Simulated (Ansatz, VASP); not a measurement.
**MgO in VASP and in Ansatz**

```
CELL_PARAMETERS angstrom
3.28822 0.00000 0.00000
-1.64411 2.84768 0.00000
0.00000 0.00000 5.10988
ATOMIC_POSITIONS crystal
Mg 0.33333 0.66667 0.99232
Mg 0.66667 0.33333 0.49232
O 0.33333 0.66667 0.38268
O 0.66667 0.33333 0.88268
```

Change from the starting cell: uniaxial_z strain +1.5%.

Alike in both runs: task single point; functional HSE06; k mesh 6 × 6 × 4; no spin polarisation.

|  | VASP | Ansatz |
| --- | --- | --- |
| version | VASP 6.6.1 | Ansatz 0.2.0 |
| potentials or method | VASP PAW PBE potentials, release 64 (Mg, O) | plane waves, PAW |
| plane-wave cutoff (eV) | 520 | 420 |
| occupations | gaussian, width 0.01 eV | fixed |
| valence electrons in the cell | 16 | 32 |

```tsv
	VASP	Ansatz	Ansatz less VASP
gap on the k mesh at the Fermi level (eV)	5.10	5.13	+0.029
pressure (GPa)	-1.7	-1.6	+0.11
traceless stress, the component that is largest in VASP (GPa)	-0.32	-0.33	-0.013
```

VASP's potentials hold 16 valence electrons a cell and Ansatz's 32, so a difference there can come from the potentials and not from the codes. Ansatz's warnings: stress exchange threshold loose, stress scf threshold loose.
